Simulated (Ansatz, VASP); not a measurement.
Two plane-wave programs on As

```
As
1.0
     1.82500   -5.50000    0.00000
     1.82500    5.50000    0.00000
     0.00000    0.00000    4.47000
As
4
Direct
  0.39000 0.61000 0.56000
  0.89000 0.11000 0.94000
  0.61000 0.39000 0.44000
  0.11000 0.89000 0.06000
```

Alike in both runs: functional LDA; k mesh 8 × 8 × 6; occupations fermi-dirac, width 0.05 eV; no spin polarisation.

|  | VASP | Ansatz |
| --- | --- | --- |
| version | VASP 6.6.1 | Ansatz 0.2.0 |
| potentials or method | VASP PAW LDA potentials, release 64 (As) | Ansatz PAW |
| plane-wave cutoff (eV) | 520 | 420 |
| valence electrons in the cell | 20 | 60 |
| task | single point | band structure |

|  | VASP | Ansatz | Ansatz less VASP |
| --- | --- | --- | --- |
| gap on the k mesh at the Fermi level (eV) | none | none | - |
| pressure (GPa) | -1.5 | -1.9 | -0.41 |
| traceless stress, the component that is largest in VASP (GPa) | -0.95 | -0.92 | +0.029 |
| rms of the force components (eV/Å) | 0.081 | 0.111 | +0.0293 |

LDA's correlation is that of Perdew and Zunger in VASP and of Perdew and Wang (1992) in Ansatz. Atom by atom the forces differ by 0.045 eV/Å (rms over components). A gap of «none» marks a metal or a gap that the smearing closes. VASP's potentials hold 20 valence electrons a cell and Ansatz's 60, so a difference there can come from the potentials and not from the codes.
